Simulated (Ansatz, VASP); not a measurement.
Ag: VASP beside Ansatz

```xyz
5
Lattice="2.9021 0.0000 0.0000 -1.4510 2.5133 0.0000 0.0000 0.0000 24.4781" Properties=species:S:1:pos:R:3 pbc="T T T"
Ag    1.4510    0.8378    7.5000
Ag    0.0000    1.6755    9.8695
Ag    0.0000    0.0000   12.2391
Ag    1.4510    0.8378   14.6086
Ag    0.0000    1.6755   16.9781
```

Alike in both runs: task single point; functional r2SCAN; k mesh 2 × 2 × 1; occupations gaussian, width 0.1 eV; no spin polarisation.

```csv
,VASP,Ansatz
version,VASP 6.6.1,Ansatz 0.2.0
potentials or method,"VASP PAW PBE potentials, release 64 (Ag), cutoff 520 eV","scalar-relativistic, plane waves, PAW"
valence electrons in the cell,55,95
```

|  | VASP | Ansatz | Ansatz less VASP |
| --- | --- | --- | --- |
| gap on the k mesh at the Fermi level (eV) | none | none | - |
| rms of the force components (eV/Å) | 0.120 | 0.120 | +0.0003 |
| work function, face that differs most (eV) | 5.46 | 5.43 | -0.025 |

VASP's potentials were made for PBE, not for r2SCAN. Atom by atom the forces differ by 0.001 eV/Å (rms over components). A gap of «none» marks a metal or a gap that the smearing closes. VASP's potentials hold 55 valence electrons a cell and Ansatz's 95, so a difference there can come from the potentials and not from the codes.

The k mesh is coarse, so the values compare programs but aren't converged.
